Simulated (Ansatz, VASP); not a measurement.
## SrO in VASP and in Ansatz

```
CELL_PARAMETERS angstrom
0.00000 2.57989 2.57989
2.57989 0.00000 2.57989
2.57989 2.57989 0.00000
ATOMIC_POSITIONS crystal
Sr 0.00000 0.00000 0.00000
O 0.50000 0.50000 0.50000
```

Alike in both runs: task single point; functional r2SCANh; k mesh 6 × 6 × 6; no spin polarisation.

|  | VASP | Ansatz |
| --- | --- | --- |
| version | VASP 6.6.1 | Ansatz 0.2.0 |
| potentials or method | VASP PAW PBE potentials, release 64 (Sr_sv, O) | plane waves, PAW |
| plane-wave cutoff (eV) | 520 | 500 |
| occupations | gaussian, width 0.01 eV | fixed |
| valence electrons in the cell | 16 | 16 |

Ansatz gave:

| Item | Value |
| --- | --- |
| gap on the k mesh at the Fermi level (eV) | 4.61 |
| pressure (GPa) | -0.5 |

Question: Estimate VASP's values.

Answer: gap on the k mesh at the Fermi level (eV): 4.56; pressure (GPa): 0.0.

VASP's potentials were made for PBE, not for r2SCANh. Ansatz's warnings: stress exchange threshold loose, stress scf threshold loose.
